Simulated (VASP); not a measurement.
A run of VASP 6.6.1 is set up as follows.

File INCAR:

```
SYSTEM = Cu
PREC = Accurate ; ENCUT = 520
EDIFF = 1E-6 ; ISMEAR = 0
SIGMA = 0.15 ; LREAL = .False.
LASPH = .True. ; NELM = 100
ALGO = Fast ; ISIF = 2
LWAVE = .False. ; LCHARG = .True.
GGA = PE ; LELF = .True.
LVHAR = .True. ; NBANDS = 12
```

KPOINTS

```
regular mesh
0
Gamma
  22 22 22
  0 0 0
```

The input POSCAR:

```
Cu
1.0
    0.0000000000      1.9521000000      1.6629000000
    1.9521000000      0.0000000000      1.6629000000
    1.9521000000      1.9521000000      0.0000000000
Cu
1
Direct
    0.0000000000      0.0000000000      0.0000000000
```

Potentials or basis: VASP PAW PBE potentials, release 64 (Cu).

The run is started by

```bash
$ cat potpaw_PBE.64/Cu/POTCAR > POTCAR
$ mpirun -np 1 vasp_std > vasp.out
```

(1) Predict the pressure.

## Answers

(1) -6.1 GPa.

Caveat: the cell differs from its parent crystal (strain +0.080 along x and y, -0.080 along z).
